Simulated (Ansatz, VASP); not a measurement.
# One calculation of Si5Mo, two programs

File INCAR:

```
PREC = Accurate
ENCUT = 600
EDIFF = 1E-7
ISMEAR = 0
SIGMA = 0.1
LREAL = F
LASPH = T
NELM = 60
ALGO = Normal
ISIF = 3
LWAVE = F
LCHARG = F
GGA = PE
IBRION = 2
NSW = 90
EDIFFG = -0.04
```

KPOINTS

```
Automatic mesh
0
Gamma
  4 4 4
```

POSCAR

```
Si5Mo
1.0
    0.0000000000      3.6613953700      3.6613953700
    3.6613953700      0.0000000000      3.6613953700
    3.6613953700      3.6613953700      0.0000000000
Si Mo
5 1
Direct
    0.2500000000      0.2500000000      0.2500000000
    0.1261565700      0.6246144800      0.6246144800
    0.6246144800      0.6246144800      0.6246144800
    0.6246144800      0.6246144800      0.1261565700
    0.6246144800      0.1261565700      0.6246144800
    0.0000000000      0.0000000000      0.0000000000
```

Input for Ansatz:

```yaml
crystal:
  lattice:
    - [0.0, 3.66139537, 3.66139537]
    - [3.66139537, 0.0, 3.66139537]
    - [3.66139537, 3.66139537, 0.0]
  atoms:
    - { symbol: Si, position: [0.25, 0.25, 0.25] }
    - { symbol: Si, position: [0.12615657, 0.62461448, 0.62461448] }
    - { symbol: Si, position: [0.62461448, 0.62461448, 0.62461448] }
    - { symbol: Si, position: [0.62461448, 0.62461448, 0.12615657] }
    - { symbol: Si, position: [0.62461448, 0.12615657, 0.62461448] }
    - { symbol: Mo, position: [0.0, 0.0, 0.0] }
basis:
  ecutwfc: 420
kpoints:
  mp_grid: { grid: [4, 4, 4] }
hamiltonian:
  xc: pbe
scf:
  occupations: { method: gaussian, width: 0.1 }
  lower_state_search: "off"
output:
  forces: true
  stress: true
  eigenvalues: true
relax:
  adjacent_minimum: "off"
  f_tol: 0.04
  max_steps: 70
  cell: { stress_tol: 0.4 }
```

Change from the starting cell: species swapped into the Be5Pd type (F-43m, No. 216).

Alike in both runs: task relaxation of cell and atoms; functional PBE; k mesh 4 × 4 × 4; occupations gaussian, width 0.1 eV; no spin polarisation.

```csv
,VASP,Ansatz
version,VASP 6.6.1,Ansatz 0.2.0
potentials or method,"VASP PAW PBE potentials, release 64 (Si, Mo_sv), cutoff 600 eV","scalar-relativistic, plane waves, PAW"
valence electrons in the cell,34,34
```

```tsv
	VASP	Ansatz	Ansatz less VASP
gap on the k mesh at the Fermi level, each at its own relaxed structure (eV)	none	none	-
relaxed volume (Å³/atom)	14.18	14.15	-0.038
relaxed length of the cell vector where the two differ most in proportion (Å)	4.937	4.933	-0.0044
```

A gap of «none» marks a metal or a gap that the smearing closes.

The k mesh is coarse, so the values compare programs but aren't converged.
